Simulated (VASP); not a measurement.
# FeNi3 (Pm-3m) in VASP: notebook

FeNi3 is run at these levels: PBE; tasks: single point, relaxation of cell and atoms.

All numbers are computed with VASP 6.6.1; they aren't measurements. Logs are shortened: lines on timing, memory, paths and dates and some standing lists are left out, and cuts for length are marked.

**1. The cell of the first run**

The structure is cubic, space group Pm-3m (No. 221). Conventional cell: a = 3.544 Å, b = 3.544 Å, c = 3.544 Å, α = 90.00°, β = 90.00°, γ = 90.00°. Fe (site symmetry m-3m) has 12 Ni at 2.51 Å within 3.3 Å. Within 3.3 Å of Ni (site symmetry 4/mmm) lie 4 Fe at 2.51 Å and 8 Ni at 2.51 Å.

**2. Single point, PBE, collinear spin, ferromagnetic start**

The input, INCAR:

```
SYSTEM = FeNi3
PREC     = Accurate       ! precision mode
ENCUT    = 520            ! plane-wave cutoff, eV
EDIFF    = 1E-6           ! SCF threshold, eV
ISMEAR   = 0              ! smearing method
SIGMA    = 0.1            ! smearing width, eV
LREAL    = .FALSE.        ! projectors in reciprocal space
LASPH    = .TRUE.         ! aspherical terms in the spheres
NELM     = 150            ! most SCF steps
ALGO     = Normal         ! electronic algorithm
ISIF     = 2              ! what is computed and relaxed
LWAVE    = .FALSE.        ! write WAVECAR
LCHARG   = .FALSE.        ! write CHGCAR
ISPIN    = 2              ! spin polarisation
MAGMOM   = 3.18 0.78 0.78 0.78 ! initial moments
LORBIT   = 11             ! projections on sites
LMAXMIX  = 4              ! l up to which the mixer works
GGA      = PE             ! functional
NBANDS   = 31             ! bands
```

The input, KPOINTS:

```
Automatic mesh
0
G
  6 6 6
  0 0 0
```

The input, POSCAR:

```
FeNi3
1.0
    3.5440423172      0.0000000000      0.0000000000
    0.0000000000      3.5440423172      0.0000000000
    0.0000000000      0.0000000000      3.5440423172
Fe Ni
1 3
Direct
    0.0000000000      0.0000000000      0.0000000000
    0.0000000000      0.5000000000      0.5000000000
    0.5000000000      0.5000000000      0.0000000000
    0.5000000000      0.0000000000      0.5000000000
```

Potentials or basis: VASP PAW PBE potentials, release 64 (Fe, Ni).

Launch:

```sh
cat potpaw_PBE.64/Fe/POTCAR potpaw_PBE.64/Ni/POTCAR > POTCAR
mpirun -np 1 vasp_std > vasp.out
```

OUTCAR:

```text
SYSTEM = FeNi3
   PREC = Accurate
   ENCUT = 520
   EDIFF = 1E-6
   ISMEAR = 0
   LREAL = .FALSE.
   LASPH = .TRUE.
   NELM = 150
   ISIF = 2
   ISPIN = 2
   LORBIT = 11
   GGA = PE

 ion  position               nearest neighbor table
   1  0.000  0.000  0.000-   2 2.51   3 2.51   4 2.51   2 2.51   4 2.51   2 2.51   3 2.51   2 2.51
                             3 2.51   4 2.51   4 2.51   3 2.51
   2  0.000  0.500  0.500-   1 2.51   3 2.51   4 2.51   1 2.51   3 2.51   1 2.51   4 2.51   1 2.51
                             3 2.51   4 2.51   3 2.51   4 2.51
   3  0.500  0.500  0.000-   1 2.51   2 2.51   4 2.51   2 2.51   4 2.51   1 2.51   4 2.51   4 2.51
                             1 2.51   2 2.51   2 2.51   1 2.51
   4  0.500  0.000  0.500-   1 2.51   2 2.51   3 2.51   1 2.51   3 2.51   2 2.51   3 2.51   3 2.51
                             1 2.51   2 2.51   1 2.51   2 2.51

  LATTYP: Found a simple cubic cell.
 ALAT       =     3.5440423172

  Lattice vectors:

 A1 = (   3.5440423172,   0.0000000000,   0.0000000000)
 A2 = (   0.0000000000,   3.5440423172,   0.0000000000)
 A3 = (   0.0000000000,   0.0000000000,   3.5440423172)

Analysis of symmetry for initial positions (statically):
=====================================================================
 Subroutine PRICEL returns:
 Original cell was already a primitive cell.

 Routine SETGRP: Setting up the symmetry group for a
 simple cubic supercell.

 Subroutine GETGRP returns: Found 48 space group operations
 (whereof 48 operations were pure point group operations)
 out of a pool of 48 trial point group operations.

The static configuration has the point symmetry O_h .

Analysis of symmetry for dynamics (positions and initial velocities):
=====================================================================
 Subroutine PRICEL returns:
 Original cell was already a primitive cell.

 Routine SETGRP: Setting up the symmetry group for a
 simple cubic supercell.

 Subroutine GETGRP returns: Found 48 space group operations
 (whereof 48 operations were pure point group operations)
 out of a pool of 48 trial point group operations.

The dynamic configuration has the point symmetry O_h .

Analysis of structural, dynamic, and magnetic symmetry:
=====================================================================
 Subroutine PRICEL returns:
 Original cell was already a primitive cell.

 Routine SETGRP: Setting up the symmetry group for a
 simple cubic supercell.

 Subroutine GETGRP returns: Found 48 space group operations
 (whereof 48 operations were pure point group operations)
 out of a pool of 48 trial point group operations.

The overall configuration has the point symmetry O_h .

 Subroutine INISYM returns: Found 48 space group operations
 (whereof 48 operations are pure point group operations),
 and found     1 'primitive' translations

----------------------------------------------------------------------------------------

                                     Primitive cell

  volume of cell :      44.5140

  direct lattice vectors                    reciprocal lattice vectors
     3.544042317  0.000000000  0.000000000     0.282163674  0.000000000  0.000000000
     0.000000000  3.544042317  0.000000000     0.000000000  0.282163674  0.000000000
     0.000000000  0.000000000  3.544042317     0.000000000  0.000000000  0.282163674

  length of vectors
     3.544042317  3.544042317  3.544042317     0.282163674  0.282163674  0.282163674

  position of ions in fractional coordinates (direct lattice)
     0.000000000  0.000000000  0.000000000
     0.000000000  0.500000000  0.500000000
     0.500000000  0.500000000  0.000000000
     0.500000000  0.000000000  0.500000000

  ion indices of the primitive-cell ions
   primitive index   ion index
                 1           1
                 2           2
                 3           3
                 4           4

----------------------------------------------------------------------------------------

 KPOINTS: Automatic mesh

Automatic generation of k-mesh.
 Grid dimensions read from file:
 generate k-points for:    6    6    6

 Generating k-lattice:

  Cartesian coordinates                     Fractional coordinates (reciprocal lattice)
     0.047027279  0.000000000  0.000000000     0.166666667  0.000000000  0.000000000
     0.000000000  0.047027279  0.000000000     0.000000000  0.166666667  0.000000000
     0.000000000  0.000000000  0.047027279     0.000000000  0.000000000  0.166666667

  Length of vectors
     0.047027279  0.047027279  0.047027279

  Shift w.r.t. Gamma in fractional coordinates (k-lattice)
     0.000000000  0.000000000  0.000000000

 Subroutine IBZKPT returns following result:
 ===========================================

 Found     20 irreducible k-points:

 Following reciprocal coordinates:
            Coordinates               Weight
  0.000000  0.000000  0.000000      1.000000
  0.166667  0.000000  0.000000      6.000000
  0.333333  0.000000  0.000000      6.000000
  0.500000  0.000000  0.000000      3.000000
  0.166667  0.166667  0.000000     12.000000
  0.333333  0.166667  0.000000     24.000000
[... 12 lines left out ...]
  0.500000  0.500000  0.333333      6.000000
  0.500000  0.500000  0.500000      1.000000
   k-points           NKPTS =     20   k-points in BZ     NKDIM =     20   number of bands    NBANDS=     31
   number of dos      NEDOS =    301   number of ions     NIONS =      4
   total plane-waves  NPLWV =  21952
   dimension x,y,z NGX =    28 NGY =   28 NGZ =   28
   dimension x,y,z NGXF=    56 NGYF=   56 NGZF=   56
   ions per type =               1   3
   NGX,Y,Z   is equivalent  to a cutoff of  13.13, 13.13, 13.13 a.u.
   NGXF,Y,Z  is equivalent  to a cutoff of  26.27, 26.27, 26.27 a.u.
 SYSTEM =  FeNi3
   PREC   = accura    normal or accurate (medium, high low for compatibility)
   ISTART =      0    job   : 0-new  1-cont  2-samecut
   ICHARG =      2    charge: 1-file 2-atom 10-const
   ISPIN  =      2    spin polarized calculation?
   LNONCOLLINEAR =      F non collinear calculations
   LSORBIT =      F    spin-orbit coupling
   LASPH  =      T    aspherical Exc in radial PAW
   ENCUT  =  520.0 eV  38.22 Ry    6.18 a.u.   6.59  6.59  6.59*2*pi/ulx,y,z
   NELM   =    150;   NELMIN=  2; NELMDL= -5     # of ELM steps
   EDIFF  = 0.1E-05   stopping-criterion for ELM
   LREAL  =      F    real-space projection
   EDIFFG = 0.1E-04   stopping-criterion for IOM
   NSW    =      0    number of steps for IOM
   IBRION =     -1    ionic relax: 0-MD 1-quasi-New 2-CG
   NFREE  =      0    steps in history (QN), initial steepest desc. (CG)
   ISIF   =      2    stress and relaxation
   ISYM   =      2    0-nonsym 1-usesym 2-fastsym
   POTIM  = 0.5000    time-step for ionic-motion
   TEBEG  =    0.0;   TEEND  =   0.0 temperature during run
   PSTRESS=    0.0 pullay stress
   NELECT =      38.0000    total number of electrons
   NUPDOWN=      -1.0000    fix difference up-down
   EMIN   =  10.00;   EMAX   =-10.00  energy-range for DOS
   EFERMI =   0.00;   METHOD = LEGACY
   ISMEAR =     0;   SIGMA  =   0.10  broadening in eV -4-tet -1-fermi 0-gaus
   EFERMI_NEDOS =   21; number of points for ismear=-14 and -15
   IALGO  =     38    algorithm
   IMIX   =      4    mixing-type and parameters
     AMIX     =   0.40;   BMIX     =  1.00
     AMIX_MAG =   1.60;   BMIX_MAG =  1.00
  volume/ion in A,a.u.               =      11.13        75.10
  Fermi-wavevector in a.u.,A,eV,Ry     =   1.552996  2.934738 32.814504  2.411798
  Thomas-Fermi vector in A             =   2.657291
   LORBIT       =     11    0 simple, 1 ext, 2 COOP (PROOUT), +10 PAW based schemes
   GGA     = PE    functional components
   LHFCALC =     F    Hartree Fock is set to
   AEXX    =    0.0000 exact exchange contribution
   IVDW    =     0    specifies the selected vdW correction
   LEPSILON=     F    determine dielectric tensor
   LRPA    =     F    only Hartree local field effects (RPA)
 spin polarized calculation
 Gauss-broadening in eV      SIGMA  =   0.10
  energy-cutoff  :      520.00
  volume of cell :       44.51
 maximum number of plane-waves:      1222
 NGX is ok and might be reduce to    28
   NGX = 13   NGY = 13   NGZ = 13

 number of electron      37.9999985 magnetization       4.8701176

 Free energy of the ion-electron system (eV)
  ---------------------------------------------------
  ext. energy  EPLUGINS =         0.00000000
  ---------------------------------------------------
  free energy    TOTEN  =       -25.01811706 eV

  energy without entropy =      -25.00520520  energy(sigma->0) =      -25.01166113

 E-fermi :   8.5664     XC(G=0): -13.1483

 val. band max:        8.5503236845   @ k =   0.3333   0.1667   0.0000
 cond. band min:       8.5779770986   @ k =   0.0000   0.0000   0.0000
 fundamental gap:      0.0276534141
 Fermi energy:         8.5663911294

 spin component 1

 k-point     1 :       0.0000    0.0000    0.0000
  band No.  band energies     occupation
      1      -0.4902      1.00000
      2       3.2828      1.00000
      3       3.2828      1.00000
      4       3.9452      1.00000
      5       4.0151      1.00000
      6       4.0151      1.00000
[... 669 lines left out ...]
     30      30.0814      0.00000
     31      30.0823      0.00000
 Fermi energy:         8.5663911294

 spin component 2

 k-point     1 :       0.0000    0.0000    0.0000
  band No.  band energies     occupation
      1      -0.4495      1.00000
      2       4.3364      1.00000
      3       4.3370      1.00000
      4       4.3370      1.00000
      5       5.0348      1.00000
      6       5.0348      1.00000
[... 669 lines left out ...]
     30      29.8940      0.00000
     31      29.8999      0.00000

------------------------ aborting loop because EDIFF is reached ----------------------------------------

  FORCE on cell =-STRESS in cart. coord.  units (eV):
  Direction    XX          YY          ZZ          XY          YZ          ZX
  --------------------------------------------------------------------------------------
  -------------------------------------------------------------------------------------
  Total        0.0289026      0.0289026      0.0289026     -0.0000000     -0.0000000      0.0000000
  in kB        1.0402799      1.0402799      1.0402799     -0.0000000     -0.0000000      0.0000000
  external PRESSURE =       1.0402799 kB  Pullay stress =       0.0000000 kB

 VOLUME and BASIS-vectors are now :
 -----------------------------------------------------------------------------
  energy-cutoff  :      520.00
  volume of cell :       44.51
      direct lattice vectors                 reciprocal lattice vectors
     3.544042317  0.000000000  0.000000000     0.282163674  0.000000000  0.000000000
     0.000000000  3.544042317  0.000000000     0.000000000  0.282163674  0.000000000
     0.000000000  0.000000000  3.544042317     0.000000000  0.000000000  0.282163674

 POSITION                                       TOTAL-FORCE (eV/Angst)
 -----------------------------------------------------------------------------------
      0.00000      0.00000      0.00000         0.000000      0.000000      0.000000
      0.00000      1.77202      1.77202         0.000000      0.000000      0.000000
      1.77202      1.77202      0.00000         0.000000      0.000000      0.000000
      1.77202      0.00000      1.77202         0.000000      0.000000      0.000000
 -----------------------------------------------------------------------------------
    total drift:                                0.000000      0.000000      0.000000

  FREE ENERGIE OF THE ION-ELECTRON SYSTEM (eV)
  ---------------------------------------------------
  free  energy   TOTEN  =       -25.0181170644 eV

  energy  without entropy=      -25.0052052018  energy(sigma->0) =      -25.01166113

 total charge

# of ion       s       p       d       tot
------------------------------------------
    1        0.474   0.502   6.112   7.089
    2        0.504   0.511   8.321   9.336
    3        0.504   0.511   8.321   9.336
    4        0.504   0.511   8.321   9.336
--------------------------------------------------
tot          1.987   2.035  31.075  35.098

 magnetization (x)

# of ion       s       p       d       tot
------------------------------------------
    1        0.012  -0.000   2.904   2.916
    2       -0.015  -0.044   0.721   0.662
    3       -0.015  -0.044   0.721   0.662
    4       -0.015  -0.044   0.721   0.662
--------------------------------------------------
tot         -0.032  -0.134   5.066   4.900
```

It took 72 s on 1 thread of Oxide Virtual Turin-like, shared host; peak memory 0.16 GiB.

What came out:

| Item | Value |
| --- | --- |
| Free energy | -25.0181 eV |
| Pressure | 0.1 GPa |
| Net moment | 4.87 μB per cell |
| Site moments | Fe +2.92; Ni +0.66 μB |
| Valence electrons inside the program's atomic spheres | Fe 7.09; Ni 9.34 |

Levels at points of the mesh, in eV from the Fermi level:
Spin up:
| k point | band 17 | band 18 | band 19 | band 20 | band 21 | band 22 | band 23 | band 24 | band 25 | band 26 |
| --- | --- | --- | --- | --- | --- | --- | --- | --- | --- | --- |
| (0.00, 0.00, 0.00) | -0.72 | -0.72 | -0.65 | -0.65 | -0.65 | 2.27 | 2.27 | 2.27 | 8.85 | 8.85 |
| (0.50, 0.00, 0.00) | -1.60 | -1.55 | -1.42 | -1.06 | -0.72 | -0.65 | 7.49 | 7.49 | 7.53 | 7.53 |
| (0.50, 0.50, 0.00) | -1.72 | -1.72 | -1.53 | -1.49 | 0.73 | 0.73 | 0.78 | 0.80 | 11.15 | 11.24 |
| (0.50, 0.50, 0.50) | -0.84 | -0.82 | -0.82 | -0.82 | -0.48 | -0.48 | -0.48 | -0.36 | 5.43 | 5.43 |
Spin down:
```tsv
k point	band 14	band 15	band 16	band 17	band 18	band 19	band 20	band 21
(0.00, 0.00, 0.00)	0.30	0.30	0.30	1.01	1.01	1.27	1.27	1.27
(0.50, 0.00, 0.00)	-0.93	-0.84	-0.39	-0.10	-0.10	0.30	0.54	0.64
(0.50, 0.50, 0.00)	-1.20	-1.18	-0.79	-0.64	0.19	0.19	0.43	1.42
(0.50, 0.50, 0.50)	-0.45	-0.45	-0.45	0.08	0.08	0.08	0.81	0.81
```

**3. Relaxation of cell and atoms, PBE, collinear spin, ferromagnetic start**

This run uses another cell than the first one, of 10.81 Å³/atom.

The input, INCAR:

```
SYSTEM = FeNi3
PREC = Accurate ; ENCUT = 600
EDIFF = 1E-7 ; ISMEAR = 0
SIGMA = 0.1 ; LREAL = .False.
LASPH = .True. ; NELM = 150
ALGO = Fast ; ISIF = 3
LWAVE = .False. ; LCHARG = .False.
ISPIN = 2 ; MAGMOM = 3.18 0.78 0.78 0.78
LORBIT = 11 ; LMAXMIX = 4
GGA = PE ; IBRION = 2
NSW = 90 ; EDIFFG = -0.04
```

The input, KPOINTS:

```
regular mesh
0
Gamma
  6 6 6
  0 0 0
```

The input, POSCAR:

```
FeNi3
1.0
    3.5104168167      0.0000000000      0.0000000000
    0.0000000000      3.5104168167      0.0000000000
    0.0000000000      0.0000000000      3.5104168167
Fe Ni
1 3
Direct
    0.0000000000      0.0000000000      0.0000000000
    0.0000000000      0.5000000000      0.5000000000
    0.5000000000      0.5000000000      0.0000000000
    0.5000000000      0.0000000000      0.5000000000
```

Potentials or basis: VASP PAW PBE potentials, release 64 (Fe, Ni).

Launch:

```sh
cat potpaw_PBE.64/Fe/POTCAR potpaw_PBE.64/Ni/POTCAR > POTCAR
mpirun -np 1 vasp_std > vasp.out
```

It took 3.3 min on 1 thread of Oxide Virtual Turin-like, shared host; peak memory 0.17 GiB.

Results (log left out):

```yaml
Free_energy: -25.0162 eV
Relaxed_volume: 11.13 Å³/atom
Relaxed_cell: a = 3.544 Å, b = 3.544 Å, c = 3.544 Å, α = 90.00°, β = 90.00°, γ = 90.00°
Space_group_after_relaxing_to_0.1_Å: Pm-3m (No. 221)
Energy_gained_by_relaxing: 5.6 meV/atom
Ionic_steps: 3
Pressure_after_relaxing: 0.0 GPa
Net_moment: 4.87 μB per cell
Site_moments: Fe +2.92; Ni +0.66 μB
Valence_electrons_inside_the_program's_atomic_spheres: Fe 7.09; Ni 9.34
```

Step by step:
| step | energy change (eV) | largest force (eV/Å) | pressure (GPa) | volume (Å³) |
| --- | --- | --- | --- | --- |
| 1 | 0.0000 | 0.0000 | 5.96 | 43.26 |
| 2 | 0.0000 | 0.0000 | -5.29 | 45.83 |
| 3 | -0.0225 | 0.0000 | -0.02 | 44.51 |

Final structure:
```yaml
crystal:
  lattice:
    - [3.54393, 0.00000, 0.00000]
    - [0.00000, 3.54393, 0.00000]
    - [0.00000, 0.00000, 3.54393]
  atoms:
    - { symbol: Fe, position: [0.00000, 0.00000, 0.00000] }
    - { symbol: Ni, position: [0.00000, 0.50000, 0.50000] }
    - { symbol: Ni, position: [0.50000, 0.50000, 0.00000] }
    - { symbol: Ni, position: [0.50000, 0.00000, 0.50000] }
```

Levels at points of the mesh, in eV from the Fermi level:
Spin up:
```csv
k point,band 19,band 20,band 21,band 22,band 23,band 24
"(0.00, 0.00, 0.00)",-0.65,-0.65,-0.65,2.27,2.27,2.27
"(0.50, 0.00, 0.00)",-1.42,-1.06,-0.72,-0.65,7.49,7.49
"(0.50, 0.50, 0.00)",-1.53,-1.49,0.73,0.73,0.78,0.80
"(0.50, 0.50, 0.50)",-0.82,-0.82,-0.48,-0.48,-0.48,-0.36
```
Spin down:
| k point | band 13 | band 14 | band 15 | band 16 | band 17 | band 18 | band 19 | band 20 | band 21 | band 22 |
| --- | --- | --- | --- | --- | --- | --- | --- | --- | --- | --- |
| (0.00, 0.00, 0.00) | 0.01 | 0.30 | 0.30 | 0.30 | 1.01 | 1.01 | 1.27 | 1.27 | 1.27 | 2.29 |
| (0.50, 0.00, 0.00) | -0.93 | -0.93 | -0.84 | -0.39 | -0.11 | -0.11 | 0.30 | 0.54 | 0.64 | 1.24 |
| (0.50, 0.50, 0.00) | -1.20 | -1.20 | -1.18 | -0.79 | -0.64 | 0.19 | 0.19 | 0.43 | 1.42 | 1.42 |
| (0.50, 0.50, 0.50) | -0.48 | -0.45 | -0.45 | -0.45 | 0.08 | 0.08 | 0.08 | 0.81 | 0.81 | 0.81 |

[end of part 1 of 2]
